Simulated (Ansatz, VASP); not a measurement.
Two plane-wave programs on NaCl

The input INCAR:

```
PREC = Accurate ; ENCUT = 520
EDIFF = 1E-7 ; ISMEAR = 0
SIGMA = 0.1 ; LREAL = F
LASPH = T ; NELM = 100
ALGO = Normal ; ISIF = 2
LWAVE = F ; LCHARG = F
GGA = PE ; NBANDS = 14
```

The input KPOINTS:

```
Automatic mesh
0
Gamma
  6 6 6
```

POSCAR

```
NaCl
1.0
    1.5737742290      0.9086189748      5.0127623592
   -1.5737742290      0.9086189748      5.0127623592
    0.0000000000     -1.8172379496      5.0127623592
Na Cl
1 1
Direct
    0.0000000000      0.0000000000      0.0000000000
    0.5000000000      0.5000000000      0.5000000000
```

Input for Ansatz:

```yaml
crystal:
  lattice:
    - [1.573774229, 0.9086189748, 5.0127623592]
    - [-1.573774229, 0.9086189748, 5.0127623592]
    - [0.0, -1.8172379496, 5.0127623592]
  atoms:
    - { symbol: Na, position: [0.0, 0.0, 0.0] }
    - { symbol: Cl, position: [0.5, 0.5, 0.5] }
basis:
  ecutwfc: 420
kpoints:
  mp_grid: { grid: [6, 6, 6] }
hamiltonian:
  xc: pbe
scf:
  occupations: { method: gaussian, width: 0.1 }
  lower_state_search: "off"
output:
  forces: true
  stress: true
  eigenvalues: true
```

Alike in both runs: task single point; functional PBE; k mesh 6 × 6 × 6; occupations gaussian, width 0.1 eV; no spin polarisation.

```csv
,VASP,Ansatz
version,VASP 6.6.1,Ansatz 0.2.0
potentials or method,"VASP PAW PBE potentials, release 64 (Na_pv, Cl), cutoff 520 eV","scalar-relativistic, plane waves, PAW"
valence electrons in the cell,14,16
```

|  | VASP | Ansatz | Ansatz less VASP |
| --- | --- | --- | --- |
| gap on the k mesh at the Fermi level (eV) | none | none | - |
| pressure (GPa) | 3.4 | 3.5 | +0.05 |
| traceless stress, the component that is largest in VASP (GPa) | -25.17 | -25.16 | +0.005 |

A gap of «none» marks a metal or a gap that the smearing closes. VASP's potentials hold 14 valence electrons a cell and Ansatz's 16, so a difference there can come from the potentials and not from the codes.

The k mesh is coarse, so the values compare programs but aren't converged.
